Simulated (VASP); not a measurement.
**PbS: single point with PBE+D3(BJ)**

Crystal: PbS.

```
Pb S
1.0
     0.00000    2.81675    3.03912
     2.81675    0.00000    3.03912
     2.81675    2.81675    0.00000
Pb S
1 1
Direct
  0.00000 0.00000 0.00000
  0.50000 0.50000 0.50000
```

This cell differs from its parent crystal: strain -0.050 along x and y, +0.025 along z.

```yaml
Program: VASP 6.6.1
Task: single point
Functional: PBE
Dispersion: D3(BJ)
Potentials_or_basis: VASP PAW PBE potentials, release 64 (Pb_d, S)
Cutoff: 520 eV
k_mesh: 10 × 10 × 10
Occupations: gaussian, width 0.03 eV
Spin: no spin polarisation
Dipole_correction: no
Further_INCAR_settings: ALGO = Normal; EDIFF = 1e-06; NBANDS = 17
```

| Property | Result |
| --- | --- |
| Pressure | 6.3 GPa |
| Band gap on the k mesh | 0.13 eV |
| Dispersion energy per atom | -0.376 eV |

Stress tensor (GPa, compression positive):
```
10.45  0.00  0.00
 0.00 10.45  0.00
 0.00  0.00 -1.90
```

Levels at points of the mesh, in eV from the valence-band top:
```tsv
k point	band 8	band 9	band 10	band 11	band 12	band 13
(0.00, 0.00, 0.00)	-2.90	-2.90	-2.33	4.25	6.00	6.00
(0.50, 0.00, 0.00)	-2.35	-2.12	0.00	0.13	1.52	1.93
(0.50, 0.50, 0.00)	-5.93	-3.98	-3.98	3.63	5.18	6.24
(0.50, 0.00, 0.50)	-6.07	-4.55	-3.74	3.32	4.91	6.04
```

Wall time 77 s on 1 thread of Intel Xeon 8259CL, on a shared host, peak memory 0.24 GiB.

Caveat: the cell differs from its parent crystal (strain -0.050 along x and y, +0.025 along z); the stress differs along the axes, from -2 to 10 GPa; spin-orbit coupling is left out, which moves the levels of the heavy elements. A k mesh can miss the band edges.
